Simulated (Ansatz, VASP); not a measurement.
## Si: VASP beside Ansatz

Contents of INCAR:

```
  PREC = Accurate
  ENCUT = 520
  EDIFF = 1E-6
  ISMEAR = 0
  SIGMA = 0.03
  LREAL = F
  LASPH = T
  NELM = 100
  ALGO = Normal
  ISIF = 2
  LWAVE = F
  LCHARG = T
  LELF = T
  LVHAR = T
  NBANDS = 16
```

File KPOINTS:

```
regular mesh
0
Gamma
  10 10 10
```

File POSCAR:

```
Si
1.0
   -3.2458898988      3.2458898988      1.8763861253
    3.2458898988     -3.2458898988      1.8763861253
    3.2458898988      3.2458898988     -1.8763861253
Si
4
Direct
    0.1458309641      0.1458309641      0.3576908752
    0.7881400889      0.7881400889      0.6423091248
    0.2118599111      0.8541690359      0.0000000000
    0.8541690359      0.2118599111      0.0000000000
```

Input for Ansatz:

```yaml
crystal:
  lattice:
    - [-3.2458898988, 3.2458898988, 1.8763861253]
    - [3.2458898988, -3.2458898988, 1.8763861253]
    - [3.2458898988, 3.2458898988, -1.8763861253]
  atoms:
    - { symbol: Si, position: [0.1458309641, 0.1458309641, 0.3576908752] }
    - { symbol: Si, position: [0.7881400889, 0.7881400889, 0.6423091248] }
    - { symbol: Si, position: [0.2118599111, 0.8541690359, 0.0] }
    - { symbol: Si, position: [0.8541690359, 0.2118599111, 0.0] }
basis:
  ecutwfc: 420
kpoints:
  mp_grid: { grid: [10, 10, 10] }
hamiltonian:
  xc: lda
  pseudopotentials: { kind: paw, azcp: { folder: soft_1 } }
scf:
  occupations: { method: gaussian, width: 0.03 }
output:
  forces: true
  stress: true
  eigenvalues: true
  write_density: true
  write_potential: true
  elf: true
  volumetric_format: npy
```

Change from the starting cell: mode 4 frozen in at -0.126 Å, equal normal strain along x, y and z -0.0167.

Alike in both runs: task single point; functional LDA; k mesh 10 × 10 × 10; occupations gaussian, width 0.03 eV; no spin polarisation.

```csv
,VASP,Ansatz
version,VASP 6.6.1,Ansatz 0.2.0
potentials or method,"VASP PAW LDA potentials, release 64 (Si), cutoff 520 eV","scalar-relativistic, plane waves, PAW"
valence electrons in the cell,16,16
```

VASP gave:

- gap on the k mesh at the Fermi level (eV): none
- pressure (GPa): 4.3
- traceless stress, the component that is largest in VASP (GPa): 0.68
- rms of the force components (eV/Å): 0.132

**Question.** Which values does Ansatz return?

**Answer.** gap on the k mesh at the Fermi level (eV): none; pressure (GPa): 4.3; traceless stress, the component that is largest in VASP (GPa): 0.69; rms of the force components (eV/Å): 0.133.

Ansatz warns that its potentials were made for another functional, while VASP's fit it. LDA's correlation is that of Perdew and Zunger in VASP and of Perdew and Wang (1992) in Ansatz. Atom by atom the forces differ by 0.002 eV/Å (rms over components). A gap of «none» marks a metal or a gap that the smearing closes.
